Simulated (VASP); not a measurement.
Crystal: ScW.

```
Sc W
1.0
     3.04398    0.00000    0.00000
     0.00000    3.04398    0.00000
     0.00000    0.00000    3.98979
Sc W
1 1
Direct
  0.50000 0.50000 0.50000
  0.00000 0.00000 0.00000
```

| Property | Result |
| --- | --- |
| Program | VASP 6.6.1 |
| Task | relaxation of cell and atoms |
| Functional | PBE |
| Potentials or basis | VASP PAW PBE potentials, release 64 (Sc_sv, W_sv) |
| Cutoff | 600 eV |
| k mesh | 18 × 18 × 14 |
| Occupations | gaussian, width 0.1 eV |
| Spin | no spin polarisation |

At the start: pressure 1.3 GPa; volume 18.48 Å³/atom.

Q: How do energy, volume and symmetry change on relaxing?

A: Over 19 steps the energy falls by 193.6 meV/atom and the volume is 18.47 Å³/atom (-0.1 %); space group P4/mmm (No. 123, to 0.1 Å) before and after.

Step by step:
| step | energy change (eV) | largest force (eV/Å) | pressure (GPa) | volume (Å³) |
| --- | --- | --- | --- | --- |
| 1 | 0.0000 | 0.0000 | 1.28 | 36.97 |
| 2 | -0.0680 | 0.0000 | -1.55 | 37.74 |
| 3 | -0.2308 | 0.0000 | -8.81 | 39.80 |
| 4 | -0.2406 | 0.0000 | -10.55 | 40.37 |
| 5 | -0.2389 | 0.0000 | -9.74 | 40.10 |
| 6 | -0.2518 | 0.0000 | -9.77 | 40.07 |
| 7 | -0.2811 | 0.0000 | -9.72 | 39.99 |
| 8 | -0.2885 | 0.0000 | -9.11 | 39.73 |
| 9 | -0.2940 | 0.0000 | -9.51 | 39.88 |
| 10 | -0.3170 | 0.0000 | -8.41 | 39.47 |
| 11 | -0.3671 | 0.0000 | -4.73 | 38.26 |
| 12 | -0.3736 | 0.0000 | 4.28 | 35.91 |
| 13 | -0.3871 | 0.0000 | -0.17 | 36.98 |
| 14 | -0.3871 | 0.0000 | 0.07 | 36.92 |
| 15 | -0.3871 | 0.0000 | 0.05 | 36.92 |
| 16 | -0.3871 | 0.0000 | 0.01 | 36.94 |
| 17 | -0.3871 | 0.0000 | -0.13 | 36.97 |
| 18 | -0.3871 | 0.0000 | -0.11 | 36.96 |
| 19 | -0.3871 | 0.0000 | -0.06 | 36.95 |

Final structure:
```
Sc W
1.0
     2.78820    0.00000    0.00000
     0.00000    2.78820    0.00000
     0.00000    0.00000    4.75276
Sc W
1 1
Direct
  0.50000 0.50000 0.50000
  0.00000 0.00000 0.00000
```

Caveat: a cell axis changed by over 15 % at a fixed basis, so the end point is rough.
